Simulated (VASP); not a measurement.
Sb, 3 atoms in the cell. The cell holds a slab with vacuum, 3 atoms: a = 3.389 Å, b = 3.389 Å, c = 21.534 Å, α = 90.00°, β = 90.00°, γ = 120.00°. 

```yaml
Program: VASP 6.6.1
Task: single point
Functional: PBE
Potentials_or_basis: VASP PAW PBE potentials, release 64 (Sb)
Cutoff: 520 eV
k_mesh: 11 × 11 × 1
Occupations: fermi-dirac, width 0.1 eV
Spin: no spin polarisation
Dipole_correction: yes
Electric_field_eV/Å: 0.1
Further_INCAR_settings: ALGO = Normal; EDIFF = 1e-07; NBANDS = 14; EFIELD = -0.1
```

Potentials or basis: VASP PAW PBE potentials, release 64 (Sb).

Run with:

```sh
$ cat potpaw_PBE.64/Sb/POTCAR > POTCAR
$ mpirun -np 1 vasp_std > vasp.out
```

Hardware: 1 thread of AMD EPYC 7R13, on a shared host.

Q: How long does it take, and how much memory?

A: It took 3 min on 1 thread of AMD EPYC 7R13, on a shared host, peak memory 0.31 GiB. Counts: scf iterations 24, k points 16.
